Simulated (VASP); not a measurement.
The system is BaZrO3.

```
CELL_PARAMETERS angstrom
4.37357 0.00000 0.00000
0.00000 4.37357 0.00000
0.00000 0.00000 4.12553
ATOMIC_POSITIONS crystal
Ba 0.00000 0.00000 0.00000
Zr 0.50000 0.50000 0.50000
O 0.50000 0.50000 0.00000
O 0.50000 0.00000 0.50000
O 0.00000 0.50000 0.50000
```

This cell differs from its parent crystal: epitaxial xy strain +4.0%.

Base run:

| Item | Value |
| --- | --- |
| Program | VASP 6.6.1 |
| Functional | r2SCAN |
| Potentials or basis | VASP PAW PBE potentials, release 64 (Ba_sv, Zr_sv, O) |
| Cutoff | 520 eV |
| k mesh | 6 × 6 × 6 |
| Occupations | gaussian, width 0.01 eV |
| Spin | no spin polarisation |

Its results: band gap on the k mesh 3.34 eV, indirect (least direct gap 3.62 eV); pressure -6.9 GPa.

Problem. The run is repeated on the same cell with these changes: functional from r2SCAN to PBE; occupations from gaussian, width 0.01 eV to fermi-dirac, width 0.02 eV. What comes out?

Solution. Band gap on the k mesh 2.85 eV, indirect (least direct gap 3.10 eV); pressure -4.4 GPa.

Caveats: spin-orbit coupling is left out, which moves the levels of the heavy elements; the PAW data sets were made with another functional, which shifts forces and pressure a little (some runs).

A k mesh can miss the band edges.
